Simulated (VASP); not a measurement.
Write the native input for VASP 6.6.1 that does the following.

```yaml
Task: single point
Functional: PBE
Potentials_or_basis: VASP PAW PBE potentials, release 64 (Ca_sv, Cd, C, N)
Cutoff: 520 eV
k_mesh: 6 × 4 × 2
Occupations: gaussian, width 0.1 eV
Spin: no spin polarisation
Dipole_correction: no
Further_INCAR_settings: ALGO = Normal; EDIFF = 1e-07; NBANDS = 29
```

The structure of CaCdC2N2 lies in POSCAR:

```
CaCdC2N2
1.0
    3.6036717600      0.0000000000      0.0000000000
    1.4448094500      4.1164330500      0.0000000000
    0.6890780100      1.1953193500      8.0202745300
Ca Cd C N
1 1 2 2
Direct
    0.5000000000      0.0000000000      0.5000000000
    0.0000000000      0.0000000000      0.0000000000
    0.8140680200      0.3718639700      0.8140680200
    0.1859319800      0.6281360300      0.1859319800
    0.7053521700      0.5892956700      0.7053521700
    0.2946478300      0.4107043300      0.2946478300
```

One way to write it, as run:

INCAR

```
SYSTEM = CaCdC2N2
ALGO = Normal
EDIFF = 1E-7
ENCUT = 520
GGA = PE
ISIF = 2
ISMEAR = 0
LASPH = .TRUE.
LCHARG = .FALSE.
LREAL = .FALSE.
LWAVE = .FALSE.
NBANDS = 29
NELM = 80
PREC = Accurate
SIGMA = 0.1
```

KPOINTS

```
k-points
0
G
  6 4 2
  0 0 0
```

Potentials or basis: VASP PAW PBE potentials, release 64 (Ca_sv, Cd, C, N).

Command:

```bash
$ cat potpaw_PBE.64/Ca_sv/POTCAR potpaw_PBE.64/Cd/POTCAR potpaw_PBE.64/C/POTCAR potpaw_PBE.64/N/POTCAR > POTCAR
$ mpirun -np 1 vasp_std > vasp.out
```

Results of the run:

| Item | Value |
| --- | --- |
| Pressure | 6.1 GPa |
| Largest force | 1.829 eV/Å |
| Band gap on the k mesh | zero (band 20 reaches 2.79 eV, above the bottom of band 21 at 2.52 eV) |

Caveat: the k points lie up to 0.39 Å⁻¹ apart; forces of over 1 eV/Å act on the atoms, so gaps and moduli don't describe the material at rest.

Run time: 72 s on 1 thread of Intel(R) Xeon(R) Platinum 8559C (Emerald Rapids), with other jobs on the host, peak memory 0.28 GiB.
